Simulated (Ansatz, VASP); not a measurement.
Two plane-wave programs on Sb

```
Sb
1.0
     3.36900    0.00000    0.00000
    -1.68450    2.91764    0.00000
     0.00000    0.00000    5.33000
Sb
2
Direct
  0.33333 0.66667 0.25000
  0.66667 0.33333 0.75000
```

Alike in both runs: task electric field gradients; functional PBEsol; k mesh 12 × 12 × 7; occupations fermi-dirac, width 0.03 eV; no spin polarisation.

|  | VASP | Ansatz |
| --- | --- | --- |
| version | VASP 6.6.1 | Ansatz 0.2.0 |
| potentials or method | VASP PAW PBE potentials, release 64 (Sb) | PAW with Ansatz's default frozen-core files, scalar-relativistic |
| plane-wave cutoff (eV) | 520 | 420 |
| valence electrons in the cell | 10 | 30 |

Ansatz gave:

| Item | Value |
| --- | --- |
| pressure (GPa) | -0.1 |
| traceless stress, the component that is largest in VASP (GPa) | -1.00 |
| size of Vzz on the site where it differs most (V/Å²) | 23.5 |

Problem. What did VASP give for the same quantities?

Solution. Pressure (GPa): -0.1; traceless stress, the component that is largest in VASP (GPa): -1.00; size of Vzz on the site where it differs most (V/Å²): 21.6.

VASP's potentials were made for PBE, not for PBEsol. VASP's potentials hold 10 valence electrons a cell and Ansatz's 30, so a difference there can come from the potentials and not from the codes.

Neither program's run includes spin-orbit coupling.
